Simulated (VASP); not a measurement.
Rh: single point with r2SCAN

Rh:

```
CELL_PARAMETERS angstrom
0.00000 1.87911 1.87911
1.87911 0.00000 1.87911
1.87911 1.87911 0.00000
ATOMIC_POSITIONS crystal
Rh 0.00000 0.00000 0.00000
```

| Quantity | Value |
| --- | --- |
| Program | VASP 6.6.1 |
| Task | single point |
| Functional | r2SCAN |
| Potentials or basis | VASP PAW PBE potentials, release 64 (Rh_sv_GW) |
| Cutoff | 580 eV |
| k mesh | 12 × 12 × 12 |
| Occupations | fermi-dirac, width 0.05 eV |
| Spin | no spin polarisation |
| Dipole correction | no |
| Second run | valence_matched |
| Further INCAR settings | ALGO = Normal; EDIFF = 1e-06; NBANDS = 14 |

```
Pressure : 8.4 GPa
```

Levels at points of the mesh, in eV from the Fermi level:
| k point | band 4 | band 5 | band 6 | band 7 | band 8 | band 9 | band 10 | band 11 | band 12 | band 13 |
| --- | --- | --- | --- | --- | --- | --- | --- | --- | --- | --- |
| (0.00, 0.00, 0.00) | -47.90 | -8.43 | -3.37 | -3.37 | -3.37 | -1.15 | -1.15 | 16.41 | 22.25 | 22.25 |
| (0.50, 0.00, 0.00) | -48.02 | -6.65 | -3.49 | -3.49 | 0.60 | 0.60 | 0.85 | 9.47 | 16.04 | 22.29 |
| (0.50, 0.50, 0.00) | -48.22 | -6.91 | -6.52 | 0.52 | 1.08 | 1.08 | 3.52 | 13.33 | 14.16 | 14.16 |

It took 52 s on 1 thread of Intel(R) Xeon(R) Platinum 8488C (Sapphire Rapids), with other jobs on the host, peak memory 0.16 GiB.

Caveat: the PAW data sets were made with another functional, which shifts forces and pressure a little.
